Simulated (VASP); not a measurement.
# Cr in VASP: single point with PBE

Aim: the single point of Cr with PBE.

Everything below comes from runs of VASP 6.6.1. Logs are shortened: lines on timing, memory, paths and dates and some standing lists are left out, and cuts for length are marked.

## Step 1: The cell of the first run

The cell holds a slab with vacuum, 4 atoms: a = 4.028 Å, b = 4.028 Å, c = 15.467 Å, α = 90.00°, β = 90.00°, γ = 120.00°.

## Step 2: Single point, PBE, collinear spin, ferromagnetic start

Contents of INCAR:

```
SYSTEM = Cr
  PREC = Accurate
  ENCUT = 520
  EDIFF = 1E-7
  ISMEAR = -1
  SIGMA = 0.08
  LREAL = .FALSE.
  LASPH = .TRUE.
  NELM = 150
  ALGO = Normal
  ISIF = 2
  LWAVE = .FALSE.
  LCHARG = .FALSE.
  ISPIN = 2
  MAGMOM = 2 2 2 2
  LORBIT = 11
  LMAXMIX = 4
  LDIPOL = .TRUE.
  IDIPOL = 3
  DIPOL = 0.5 0.5 0.500
  GGA = PE
  NBANDS = 36
```

Contents of KPOINTS:

```
Automatic mesh
0
G
  10 10 1
  0 0 0
```

Contents of POSCAR:

```
Cr
1.0
    4.0283716202      0.0000000000      0.0000000000
   -2.0141858101      3.4886721590      0.0000000000
    0.0000000000      0.0000000000     15.4669000000
Cr
4
Direct
    0.0000000000      0.0000000000      0.4218868171
    0.3333333333      0.6666666667      0.4801080112
    0.6666666667      0.3333333333      0.5198874973
    0.0000000000      0.0000000000      0.5781176741
```

Potentials or basis: VASP PAW PBE potentials, release 64 (Cr_pv).

Command:

```
$ cat potpaw_PBE.64/Cr_pv/POTCAR > POTCAR
$ mpirun -np 1 vasp_std > vasp.out
```

OUTCAR:

```text
SYSTEM = Cr
   PREC = Accurate
   ENCUT = 520
   EDIFF = 1E-7
   ISMEAR = -1
   LREAL = .FALSE.
   LASPH = .TRUE.
   NELM = 150
   ISIF = 2
   ISPIN = 2
   LORBIT = 11
   GGA = PE

 ion  position               nearest neighbor table
   1  0.000  0.000  0.422-   4 2.42   2 2.49   2 2.49   2 2.49   3 2.78   3 2.78   3 2.78
   2  0.333  0.667  0.480-   3 2.41   3 2.41   3 2.41   1 2.49   1 2.49   1 2.49   4 2.78   4 2.78
                             4 2.78
   3  0.667  0.333  0.520-   2 2.41   2 2.41   2 2.41   4 2.49   4 2.49   4 2.49   1 2.78   1 2.78
                             1 2.78
   4  0.000  0.000  0.578-   1 2.42   3 2.49   3 2.49   3 2.49   2 2.78   2 2.78   2 2.78

  LATTYP: Found a hexagonal cell.
 ALAT       =     4.0283716202
 C/A-ratio  =     3.8394918489

  Lattice vectors:

 A1 = (   4.0283716202,   0.0000000000,   0.0000000000)
 A2 = (  -2.0141858101,   3.4886721590,   0.0000000000)
 A3 = (   0.0000000000,   0.0000000000,  15.4669000000)

Analysis of symmetry for initial positions (statically):
=====================================================================
 Subroutine PRICEL returns:
 Original cell was already a primitive cell.

 Routine SETGRP: Setting up the symmetry group for a
 hexagonal supercell.

 Subroutine GETGRP returns: Found 12 space group operations
 (whereof 12 operations were pure point group operations)
 out of a pool of 24 trial point group operations.

The static configuration has the point symmetry D_3d.

Analysis of symmetry for dynamics (positions and initial velocities):
=====================================================================
 Subroutine PRICEL returns:
 Original cell was already a primitive cell.

 Routine SETGRP: Setting up the symmetry group for a
 hexagonal supercell.

 Subroutine GETGRP returns: Found 12 space group operations
 (whereof 12 operations were pure point group operations)
 out of a pool of 24 trial point group operations.

The dynamic configuration has the point symmetry D_3d.

Analysis of structural, dynamic, and magnetic symmetry:
=====================================================================
 Subroutine PRICEL returns:
 Original cell was already a primitive cell.

 Routine SETGRP: Setting up the symmetry group for a
 hexagonal supercell.

 Subroutine GETGRP returns: Found 12 space group operations
 (whereof 12 operations were pure point group operations)
 out of a pool of 24 trial point group operations.

The overall configuration has the point symmetry D_3d.

[... 125 lines left out ...]
 maximum number of plane-waves:      5889
 NGX is ok and might be reduce to    30
   NGX = 15   NGY = 15   NGZ = 57

 dipolmoment           0.000000      0.000000     -0.000000 electrons x Angstroem

 number of electron      48.0000035 magnetization       3.4101529

 dipolmoment           0.000000      0.000000      0.000004 electrons x Angstroem

 Free energy of the ion-electron system (eV)
  ---------------------------------------------------
  ext. energy  EPLUGINS =         0.00000000
  ---------------------------------------------------
  free energy    TOTEN  =       -31.86704729 eV

  energy without entropy =      -31.74540884  energy(sigma->0) =      -31.80622807

 E-fermi :  -0.6698     XC(G=0):  -4.4498

 val. band max:       -0.6807130203   @ k =   0.4000   0.2000   0.0000
 cond. band min:      -0.6571992607   @ k =   0.3000   0.2000   0.0000
 fundamental gap:      0.0235137596
 Fermi energy:        -0.6698437308

 spin component 1

 k-point     1 :       0.0000    0.0000    0.0000
  band No.  band energies     occupation
      1     -44.9298      1.00000
      2     -44.6910      1.00000
      3     -44.6910      1.00000
      4     -44.6360      1.00000
      5     -44.6360      1.00000
      6     -44.5670      1.00000
[... 535 lines left out ...]
     35       1.6849      0.00000
     36       2.8117      0.00000
 Fermi energy:        -0.6698437308

 spin component 2

 k-point     1 :       0.0000    0.0000    0.0000
  band No.  band energies     occupation
      1     -44.2596      1.00000
      2     -44.2596      1.00000
      3     -43.9801      1.00000
      4     -43.9303      1.00000
      5     -43.8119      1.00000
      6     -43.8119      1.00000
[... 535 lines left out ...]
     35       2.0848      0.00000
     36       3.2585      0.00000

------------------------ aborting loop because EDIFF is reached ----------------------------------------

 vacuum level on the upper side and lower side of the slab       (xc-potential included)        -0.171        -0.168

  FORCE on cell =-STRESS in cart. coord.  units (eV):
  Direction    XX          YY          ZZ          XY          YZ          ZX
  --------------------------------------------------------------------------------------
  -------------------------------------------------------------------------------------
  Total       -4.6608572     -4.6608572      2.3790254      0.0000000      0.0000000      0.0000000
  in kB      -34.3544829    -34.3544829     17.5354409      0.0000000      0.0000000      0.0000000
  external PRESSURE =     -17.0578417 kB  Pullay stress =       0.0000000 kB

 VOLUME and BASIS-vectors are now :
 -----------------------------------------------------------------------------
  energy-cutoff  :      520.00
  volume of cell :      217.37
      direct lattice vectors                 reciprocal lattice vectors
     4.028371620  0.000000000  0.000000000     0.248239262  0.143321005  0.000000000
    -2.014185810  3.488672159  0.000000000     0.000000000  0.286642010  0.000000000
     0.000000000  0.000000000 15.466900000     0.000000000  0.000000000  0.064654197

 POSITION                                       TOTAL-FORCE (eV/Angst)
 -----------------------------------------------------------------------------------
      0.00000      0.00000      6.52528         0.000000     -0.000000     -1.139351
     -0.00000      2.32578      7.42578        -0.000000     -0.000000      0.560697
      2.01419      1.16289      8.04105         0.000000      0.000000     -0.560697
      0.00000      0.00000      8.94169        -0.000000      0.000000      1.139351
 -----------------------------------------------------------------------------------
    total drift:                               -0.000000      0.000000      0.024174

  FREE ENERGIE OF THE ION-ELECTRON SYSTEM (eV)
  ---------------------------------------------------
  free  energy   TOTEN  =       -31.8670472865 eV

  energy  without entropy=      -31.7454088446  energy(sigma->0) =      -31.80622807

 vacuum level on the upper side and lower side of the slab         3.100         3.101

 total charge

# of ion       s       p       d       tot
------------------------------------------
    1        0.374   6.192   4.136  10.703
    2        0.438   6.283   4.220  10.941
    3        0.438   6.283   4.220  10.941
    4        0.374   6.192   4.136  10.703
--------------------------------------------------
tot          1.625  24.950  16.713  43.288

 magnetization (x)

# of ion       s       p       d       tot
------------------------------------------
    1        0.035   0.019   2.695   2.749
    2       -0.040  -0.027  -1.131  -1.198
    3       -0.040  -0.027  -1.131  -1.198
    4        0.035   0.019   2.695   2.749
--------------------------------------------------
tot         -0.010  -0.015   3.128   3.103
```

OSZICAR:

```text
N       E                     dE             d eps       ncg     rms          rms(c)
DAV:   1     0.419825707409E+03    0.41983E+03   -0.28865E+04  2688   0.120E+03
DAV:   2    -0.219959182213E+02   -0.44182E+03   -0.42655E+03  2092   0.365E+02
DAV:   3    -0.366744589484E+02   -0.14679E+02   -0.14169E+02  2392   0.820E+01
[... 37 lines left out ...]
DAV:  41    -0.318670431396E+02   -0.67747E-06   -0.46396E-07  1928   0.294E-03    0.369E-03
DAV:  42    -0.318670457667E+02   -0.26271E-05   -0.48085E-07  1868   0.212E-03    0.969E-04
DAV:  43    -0.318670465561E+02   -0.78936E-06   -0.10390E-07  1592   0.128E-03    0.743E-04
DAV:  44    -0.318670472055E+02   -0.64939E-06   -0.11689E-07  1580   0.701E-04    0.173E-04
DAV:  45    -0.318670472865E+02   -0.81065E-07   -0.17420E-08  1352   0.441E-04
   1 F= -.31867047E+02 E0= -.31806228E+02  d E =-.121638E+00  mag=     3.4102
```

stdout:

```text
POSCAR found type information on POSCAR Cr
 POSCAR found :  1 types and       4 ions
 scaLAPACK will be used
 LDA part: xc-table for (Slater+PW92), standard interpolation
 POSCAR, INCAR and KPOINTS ok, starting setup
 FFT: planning ... GRIDC
 FFT: planning ... GRID_SOFT
 FFT: planning ... GRID
 WAVECAR not read
 entering main loop
```

Run time: 12 min. Hardware: 1 thread of Oxide Virtual Turin-like, shared host; peak memory 0.44 GiB.

Results:

| Property | Result |
| --- | --- |
| Free energy | -31.8670 eV |
| Largest force | 1.139 eV/Å |
| Net moment | 3.41 μB per cell |
| Site moments | Cr +2.75, -1.20 μB |
| Valence electrons inside the program's atomic spheres | Cr 10.70, 10.94 |

Forces in eV/Å, atoms in the order of the input:
```
Cr   0.000  0.000 -1.139
Cr   0.000  0.000  0.561
Cr   0.000  0.000 -0.561
Cr   0.000  0.000  1.139
```

Levels at points of the mesh, in eV from the Fermi level:
Spin up:
| k point | band 23 | band 24 | band 25 | band 26 | band 27 | band 28 | band 29 | band 30 |
| --- | --- | --- | --- | --- | --- | --- | --- | --- |
| (0.00, 0.00, 0.00) | -0.92 | -0.47 | -0.15 | -0.07 | -0.07 | 0.75 | 0.75 | 1.11 |
| (0.50, 0.00, 0.00) | -0.88 | -0.80 | -0.65 | -0.30 | 0.03 | 0.54 | 0.98 | 1.26 |
Spin down:
```tsv
k point	band 19	band 20	band 21	band 22	band 23	band 24	band 25	band 26
(0.00, 0.00, 0.00)	-1.66	-1.31	-1.31	-0.31	0.12	0.12	0.35	1.23
(0.50, 0.00, 0.00)	-1.39	-0.89	-0.89	-0.25	0.08	0.45	0.46	1.03
```
